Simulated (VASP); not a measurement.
Write the native input for VASP 6.6.1 that does the following.

- Task: single point
- Functional: PBE
- Potentials or basis: VASP PAW PBE potentials, release 64 (C, Si)
- Cutoff: 520 eV
- k mesh: 9 × 9 × 1
- Occupations: gaussian, width 0.05 eV
- Spin: collinear spin
- Starting moments: [0.0, 0.0, 0.0, 0.0, 2.0, 0.0, 0.0, 0.0, 0.0] μB
- Dipole correction: yes
- Further INCAR settings: ALGO = Normal; EDIFF = 1e-06; NBANDS = 32

The structure of Si4C5 lies in POSCAR:

```
Si4C5
1.0
    3.0920147208      0.0000000000      0.0000000000
   -1.5460073604      2.6777632971      0.0000000000
    0.0000000000      0.0000000000     25.2337106667
C Si
5 4
Direct
    0.3333333333      0.6666666667      0.1585181051
    0.6666666667      0.3333333333      0.2590546646
    0.3333333333      0.6666666667      0.3607902149
    0.6666666667      0.3333333333      0.4623551549
    0.5555555556      0.4444444444      0.5462419241
    0.6666666667      0.3333333333      0.1834768895
    0.3333333333      0.6666666667      0.2840134490
    0.6666666667      0.3333333333      0.3842867907
    0.3333333333      0.6666666667      0.4848161584
```

One way to write it, as run:

INCAR

```
SYSTEM = Si4C5
PREC = Accurate
ENCUT = 520
EDIFF = 1E-6
ISMEAR = 0
SIGMA = 0.05
LREAL = .FALSE.
LASPH = .TRUE.
NELM = 150
ALGO = Normal
ISIF = 2
LWAVE = .FALSE.
LCHARG = .FALSE.
ISPIN = 2
MAGMOM = 0 0 0 0 2 0 0 0 0
LORBIT = 11
LDIPOL = .TRUE.
IDIPOL = 3
DIPOL = 0.5 0.5 0.347
GGA = PE
NBANDS = 32
LUSENCCL = .FALSE.
```

KPOINTS

```
regular mesh
0
G
  9 9 1
  0 0 0
```

Potentials or basis: VASP PAW PBE potentials, release 64 (C, Si).

Run with:

```console
$ cat potpaw_PBE.64/C/POTCAR potpaw_PBE.64/Si/POTCAR > POTCAR
$ mpirun -np 1 vasp_std > vasp.out
```

It gave:

```yaml
Largest_force: 2.858 eV/Å
Net_moment: 0.13 μB per cell
Site_moments: C -0.00, +0.00, +0.01, +0.06 (each value once); Si -0.00, +0.00 (each value once) μB
Valence_electrons_inside_the_program's_atomic_spheres: C 2.39, 2.53, 2.52, 2.08 (each value once); Si 1.66, 1.65 (each value once)
```

It took 11 min on 1 × NVIDIA H100 80GB with 1 thread of AMD EPYC 7R13 Processor (Zen 3) (shared host), peak memory 1.5 GiB.
